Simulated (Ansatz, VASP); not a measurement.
# One calculation of Sc, two programs

File INCAR:

```
SYSTEM = Sc
PREC = Accurate
ENCUT = 520
EDIFF = 1E-7
ISMEAR = -1
SIGMA = 0.05
LREAL = .FALSE.
LASPH = .TRUE.
NELM = 100
ALGO = Normal
ISIF = 2
LWAVE = .FALSE.
LCHARG = .TRUE.
GGA = PE
LELF = .TRUE.
LVHAR = .TRUE.
NBANDS = 30
```

File KPOINTS:

```
regular mesh
0
G
  12 12 4
  0 0 0
```

Contents of POSCAR:

```
Sc
1.0
    3.2920613758      0.0000000000      0.0000000000
   -1.6460306879      2.8510087823      0.0000000000
    0.0000000000      0.0000000000     10.4976142426
Sc
4
Direct
    0.0000000000      0.0000000000      0.0000000000
    0.0000000000      0.0000000000      0.5000000000
    0.3333333333      0.6666666667      0.2500000000
    0.6666666667      0.3333333333      0.7500000000
```

Input for Ansatz:

```yaml
crystal:
  lattice:
    - [3.2920613758, 0.0, 0.0]
    - [-1.6460306879, 2.8510087823, 0.0]
    - [0.0, 0.0, 10.4976142426]
  atoms:
    - { symbol: Sc, position: [0.0, 0.0, 0.0] }
    - { symbol: Sc, position: [0.0, 0.0, 0.5] }
    - { symbol: Sc, position: [0.3333333333, 0.6666666667, 0.25] }
    - { symbol: Sc, position: [0.6666666667, 0.3333333333, 0.75] }
kpoints:
  mp_grid: { grid: [12, 12, 4] }
  band_path:
    path:
      - [0.0, 0.0, 0.0]
      - [0.5, 0.0, 0.0]
      - [0.3333333333, 0.3333333333, 0.0]
      - [0.0, 0.0, 0.0]
      - [0.0, 0.0, 0.5]
      - [0.5, 0.0, 0.5]
      - [0.3333333333, 0.3333333333, 0.5]
      - [0.0, 0.0, 0.5]
      - [0.5, 0.0, 0.5]
    npoints: 14
scf:
  occupations: { method: fermi_dirac, width: 0.05 }
hamiltonian:
  xc: pbe
  pseudopotentials: { kind: all_electron, lapw: { basis_error: 0.001 } }
output:
  forces: true
  stress: true
  eigenvalues: true
  populations: true
  dos: { projected: true, de: 0.2, e_range: [-14, 8] }
```

Alike in both runs: task single point; functional PBE; k mesh 12 × 12 × 4; occupations fermi-dirac, width 0.05 eV; no spin polarisation.

|  | VASP | Ansatz |
| --- | --- | --- |
| version | VASP 6.6.1 | Ansatz 0.2.0 |
| potentials or method | VASP PAW PBE potentials, release 64 (Sc_sv), cutoff 520 eV | all-electron LAPW, scalar-relativistic |

```csv
,VASP,Ansatz,Ansatz less VASP
pressure (GPa),0.0,0.0,-0.02
```

Ansatz ran all-electron here, and VASP with PAW potentials.
